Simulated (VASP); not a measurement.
Write the native input for VASP 6.6.1 that does the following.

```yaml
Task: relaxation of shape and atoms at fixed volume
Functional: PBEsol
Potentials_or_basis: VASP PAW PBE potentials, release 64 (Rh_pv)
Cutoff: 600 eV
k_mesh: 18 × 18 × 10
Occupations: gaussian, width 0.1 eV
Spin: no spin polarisation
Dipole_correction: no
Further_INCAR_settings: ALGO = Fast; EDIFF = 1e-06; IBRION = 2; EDIFFG = -0.01; NSW = 50; ISIF = 4
```

The structure of Rh lies in POSCAR:

```
Rh
1.0
    2.7153589655      0.0000000000      0.0000000000
   -1.3576794827      2.3515698445      0.0000000000
    0.0000000000      0.0000000000      4.3718846183
Rh
2
Direct
    0.6666666667      0.3333333333      0.7500000000
    0.3333333333      0.6666666667      0.2500000000
```

This cell differs from its parent crystal: volume scaled by 1.03.

One way to write it, as run:

INCAR

```
SYSTEM = Rh
PREC = Accurate
ENCUT = 600
EDIFF = 1E-6
ISMEAR = 0
SIGMA = 0.1
LREAL = .False.
LASPH = .True.
NELM = 80
ALGO = Fast
ISIF = 4
LWAVE = .False.
LCHARG = .False.
GGA = PS
IBRION = 2
NSW = 50
EDIFFG = -0.01
```

KPOINTS

```
Automatic mesh
0
Gamma
  18 18 10
  0 0 0
```

Potentials or basis: VASP PAW PBE potentials, release 64 (Rh_pv).

The run is started by

```bash
$ cat potpaw_PBE.64/Rh_pv/POTCAR > POTCAR
$ mpirun -np 1 vasp_std > vasp.out
```

Results of the run:

The energy gained by relaxing is 0.0 meV/atom. The ionic steps are 2. The pressure after relaxing is -8.2 GPa and the band gap on the k mesh is zero (band 15 reaches 12.21 eV, above the bottom of band 16 at 9.82 eV).

Caveat: the PAW data sets were made with another functional, which shifts forces and pressure a little.

Run time: 2 min on 1 thread of Intel(R) Xeon(R) Platinum 8259CL CPU @ 2.50GHz (Skylake/Cascade Lake), on a shared host, peak memory 0.24 GiB.
